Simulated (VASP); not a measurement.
Wanted: the native input for a VASP 6.6.1 run.

```
Task                   : single point
Functional             : PBEsol
Potentials or basis    : VASP PAW PBE potentials, release 64 (Sr_sv)
Cutoff                 : 520 eV
k mesh                 : 10 × 10 × 10
Occupations            : gaussian, width 0.03 eV
Spin                   : no spin polarisation
Dipole correction      : no
Further INCAR settings : ALGO = Normal; EDIFF = 1e-06; NBANDS = 11
```

The structure of Sr lies in POSCAR:

```
Sr
1.0
    0.0000000000      3.0423500000      3.2857380000
    3.0423500000      0.0000000000      3.2857380000
    3.0423500000      3.0423500000      0.0000000000
Sr
1
Direct
    0.0000000000      0.0000000000      0.0000000000
```

This cell differs from its parent crystal: strain +0.000 along x and y, +0.080 along z.

One way to write it, as run:

INCAR

```
SYSTEM = Sr
  PREC = Accurate
  ENCUT = 520
  EDIFF = 1E-6
  ISMEAR = 0
  SIGMA = 0.03
  LREAL = .False.
  LASPH = .True.
  NELM = 60
  ALGO = Normal
  ISIF = 2
  LWAVE = .False.
  LCHARG = .False.
  GGA = PS
  NBANDS = 11
```

KPOINTS

```
regular mesh
0
Gamma
  10 10 10
  0 0 0
```

Potentials or basis: VASP PAW PBE potentials, release 64 (Sr_sv).

The run is started by

```console
$ cat potpaw_PBE.64/Sr_sv/POTCAR > POTCAR
$ mpirun -np 1 vasp_std > vasp.out
```

Results of the run:

```json
{"Pressure": "-1.5 GPa", "Band gap on the k mesh": "zero (band 5 reaches 1.27 eV, above the bottom of band 6 at 1.14 eV)"}
```

Caveat: the cell differs from its parent crystal (strain +0.000 along x and y, +0.080 along z); the PAW data sets were made with another functional, which shifts forces and pressure a little.

Wall time 48 s on 1 thread of Intel(R) Xeon(R) Platinum 8259CL CPU @ 2.50GHz (Skylake/Cascade Lake) (shared host), peak memory 0.23 GiB.
